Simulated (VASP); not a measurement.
# BiRh (P6_3/mmc) in VASP: further runs, part 2 of 2

VASP 6.6.1. Earlier steps stand in the parts before.

## Step 3: Electric field gradients, LDA (equal xx and yy strain of +2 %)

INCAR

```
PREC = Accurate
ENCUT = 520
EDIFF = 1E-8
ISMEAR = -1
SIGMA = 0.03
LREAL = F
LASPH = T
NELM = 60
ALGO = Normal
ISIF = 2
LWAVE = F
LCHARG = F
GGA = CA
LEFG = T
NBANDS = 38
```

KPOINTS

```
regular mesh
0
Gamma
  12 12 7
```

POSCAR

```
BiRh
1.0
    4.1758808820      0.0000000000      0.0000000000
   -2.0879404410      3.6164189269      0.0000000000
    0.0000000000      0.0000000000      5.6630000000
Bi Rh
2 2
Direct
    0.3333333333      0.6666666667      0.2500000000
    0.6666666667      0.3333333333      0.7500000000
    0.0000000000      0.0000000000      0.0000000000
    0.0000000000      0.0000000000      0.5000000000
```

Potentials or basis: VASP PAW LDA potentials, release 64 (Bi_d, Rh_pv).

Started as:

```sh
cat potpaw_LDA.64/Bi_d/POTCAR potpaw_LDA.64/Rh_pv/POTCAR > POTCAR
mpirun -np 1 vasp_std > vasp.out
```

OUTCAR:

```text
PREC = Accurate
   ENCUT = 520
   EDIFF = 1E-8
   ISMEAR = -1
   LREAL = F
   LASPH = T
   NELM = 60
   ISIF = 2
   GGA = CA

 ion  position               nearest neighbor table
   1  0.333  0.667  0.250-   3 2.80   4 2.80   3 2.80   4 2.80   3 2.80   4 2.80   2 3.72   2 3.72
                             2 3.72   2 3.72   2 3.72   2 3.72
   2  0.667  0.333  0.750-   3 2.80   4 2.80   3 2.80   4 2.80   3 2.80   4 2.80   1 3.72   1 3.72
                             1 3.72   1 3.72   1 3.72   1 3.72
   3  0.000  0.000  0.000-   1 2.80   2 2.80   1 2.80   2 2.80   2 2.80   1 2.80   4 2.83   4 2.83

   4  0.000  0.000  0.500-   1 2.80   2 2.80   1 2.80   2 2.80   2 2.80   1 2.80   3 2.83   3 2.83
[... 1221 lines left out ...]
---------------------------------------------------------------------
   1     -88.044   -88.045   176.089    -0.000    -0.000     0.000
   2     -88.044   -88.045   176.089    -0.000     0.000    -0.000
   3      22.990    22.990   -45.980    -0.000    -0.000     0.000
   4      22.990    22.990   -45.980    -0.000     0.000    -0.000
---------------------------------------------------------------------

 Electric field gradients after diagonalization (V/A^2)
 (convention: |V_zz| > |V_xx| > |V_yy|)
----------------------------------------------------------------------
 ion       V_xx      V_yy      V_zz     asymmetry (V_yy - V_xx)/ V_zz
----------------------------------------------------------------------
   1     -88.045   -88.044   176.089       0.000
   2     -88.045   -88.044   176.089       0.000
   3      22.990    22.990   -45.980       0.000
   4      22.990    22.990   -45.980       0.000
----------------------------------------------------------------------

           NMR quadrupolar parameters

 Cq : quadrupolar parameter    Cq=e*Q*V_zz/h
 eta: asymmetry parameters     (V_yy - V_xx)/ V_zz
 Q  : nuclear electric quadrupole moment in mb (millibarn)
----------------------------------------------------------------------
 ion       Cq(MHz)       eta       Q (mb)
----------------------------------------------------------------------
   1       0.426       0.000       1.000
   2       0.426       0.000       1.000
   3      -0.111       0.000       1.000
   4      -0.111       0.000       1.000
----------------------------------------------------------------------
```

OSZICAR:

```text
N       E                     dE             d eps       ncg     rms          rms(c)
DAV:   1     0.789324783722E+03    0.78932E+03   -0.33263E+04  5846   0.202E+03
DAV:   2     0.453446903864E+02   -0.74398E+03   -0.72515E+03  5798   0.602E+02
DAV:   3    -0.244903271185E+02   -0.69835E+02   -0.67268E+02  6432   0.187E+02
DAV:   4    -0.273962266285E+02   -0.29059E+01   -0.28906E+01  6566   0.389E+01
DAV:   5    -0.275248542528E+02   -0.12863E+00   -0.12861E+00  8124   0.830E+00    0.803E+00
DAV:   6    -0.271956484900E+02    0.32921E+00   -0.40806E-01  7006   0.552E+00    0.405E+00
DAV:   7    -0.271074334549E+02    0.88215E-01   -0.21356E-01  7020   0.353E+00    0.104E+00
DAV:   8    -0.270999321240E+02    0.75013E-02   -0.41207E-02  6348   0.148E+00    0.329E-01
DAV:   9    -0.270982782396E+02    0.16539E-02   -0.88107E-03  6818   0.907E-01    0.694E-02
DAV:  10    -0.270982262236E+02    0.52016E-04   -0.43115E-04  7178   0.210E-01    0.302E-02
DAV:  11    -0.270982249307E+02    0.12929E-05   -0.34227E-05  7788   0.430E-02    0.553E-03
DAV:  12    -0.270982252239E+02   -0.29316E-06   -0.30839E-06  7456   0.136E-02    0.240E-03
DAV:  13    -0.270982252128E+02    0.11105E-07   -0.22964E-07  6538   0.310E-03    0.507E-04
DAV:  14    -0.270982252118E+02    0.10223E-08   -0.35555E-08  5238   0.135E-03
   1 F= -.27098225E+02 E0= -.27093170E+02  d E =-.101095E-01
```

stdout:

```text
POSCAR found type information on POSCAR BiRh
 POSCAR found :  2 types and       4 ions
 scaLAPACK will be used
 LDA part: xc-table for (Slater(with rela. corr.)+CA(PZ))
 , standard interpolation
 POSCAR, INCAR and KPOINTS ok, starting setup
 FFT: planning ... GRIDC
 FFT: planning ... GRID_SOFT
 FFT: planning ... GRID
 WAVECAR not read
 entering main loop
ion   1

ion   2

ion   3

ion   4
```

Wall time 2.9 min (1 thread of Intel Xeon Platinum 8259CL at 2.50GHz (Skylake/Cascade Lake), shared host); peak memory 0.31 GiB.

What came out:

| Item | Value |
| --- | --- |
| Free energy | -27.0982 eV |
| Pressure | -6.9 GPa |
| Band gap on the k mesh | zero (bands 30 and 31 overlap by 2.29 eV) |
| Largest electric field gradient by atom | Bi +176.1; Rh -46.0 V/Å² |

Stress tensor (GPa, compression positive):
```
-7.11  0.00  0.00
 0.00 -7.11  0.00
 0.00  0.00 -6.45
```

Electric field gradients, principal values (V/Å²):
```csv
atom,least,middle,greatest (by size)
1 Bi,-88.044,-88.045,176.089
2 Bi,-88.044,-88.045,176.089
3 Rh,22.990,22.990,-45.980
4 Rh,22.990,22.990,-45.980
```

Caveat: the cell differs from its parent crystal (equal xx and yy strain of +2 %); the cell stands under tension; without QUAD_EFG the Cq values of the log hold for a quadrupole moment of 1 mb, not for the nuclei; spin-orbit coupling is left out, which moves the levels of the heavy elements.
